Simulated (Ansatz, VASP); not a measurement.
## AlRu: VASP beside Ansatz

File POSCAR:

```
AlRu
1.0
    2.8420200000      0.0000000000      0.0000000000
    0.0000000000      2.8420200000      0.0000000000
    0.0000000000      0.0000000000      3.0663900000
Al Ru
1 1
Direct
    0.0000000000      0.0000000000      0.0000000000
    0.5000000000      0.5000000000      0.5000000000
```

File INCAR.step1:

```
PREC = Accurate ; ENCUT = 520
ISMEAR = 0 ; SIGMA = 0.15
LREAL = False ; LASPH = True
NELM = 80 ; NBANDS = 16
GGA = PE ; ALGO = Normal
EDIFF = 1E-4 ; LWAVE = True
LCHARG = False
```

Contents of INCAR.step2:

```
PREC = Accurate ; ENCUT = 520
EDIFF = 1E-6 ; ISMEAR = 0
SIGMA = 0.15 ; LREAL = False
LASPH = True ; NELM = 80
ALGO = Normal ; ISIF = 2
LWAVE = False ; LCHARG = True
METAGGA = R2SCAN ; LMIXTAU = True
LELF = True ; LVHAR = True
NBANDS = 16 ; ISTART = 1
```

Contents of KPOINTS:

```
regular mesh
0
Gamma
  16 16 16
```

Input for Ansatz:

```yaml
crystal:
  lattice:
    - [2.84202, 0.0, 0.0]
    - [0.0, 2.84202, 0.0]
    - [0.0, 0.0, 3.06639]
  atoms:
    - { symbol: Al, position: [0.0, 0.0, 0.0] }
    - { symbol: Ru, position: [0.5, 0.5, 0.5] }
basis:
  ecutwfc: 500
kpoints:
  mp_grid: { grid: [16, 16, 16] }
hamiltonian:
  xc: r2scan
scf:
  occupations: { method: gaussian, width: 0.15 }
output:
  forces: true
  stress: true
  eigenvalues: true
```

Change from the starting cell: strain -0.050 along x and y, +0.025 along z, atoms carried along.

Alike in both runs: task single point; functional r2SCAN; k mesh 16 × 16 × 16; occupations gaussian, width 0.15 eV; no spin polarisation.

```csv
,VASP,Ansatz
version,VASP 6.6.1,Ansatz 0.2.0
potentials or method,"VASP PAW PBE potentials, release 64 (Al, Ru_pv), cutoff 520 eV","scalar-relativistic, plane waves, PAW"
valence electrons in the cell,17,19
```

VASP gave:

* gap on the k mesh at the Fermi level (eV): none
* pressure (GPa): 18.7
* traceless stress, the component that is largest in VASP (GPa): -10.89

Task: Estimate Ansatz's values.

Result: gap on the k mesh at the Fermi level (eV): none; pressure (GPa): 18.4; traceless stress, the component that is largest in VASP (GPa): -10.84.

VASP's potentials were made for PBE, not for r2SCAN. A gap of «none» marks a metal or a gap that the smearing closes. VASP's potentials hold 17 valence electrons a cell and Ansatz's 19, so a difference there can come from the potentials and not from the codes.
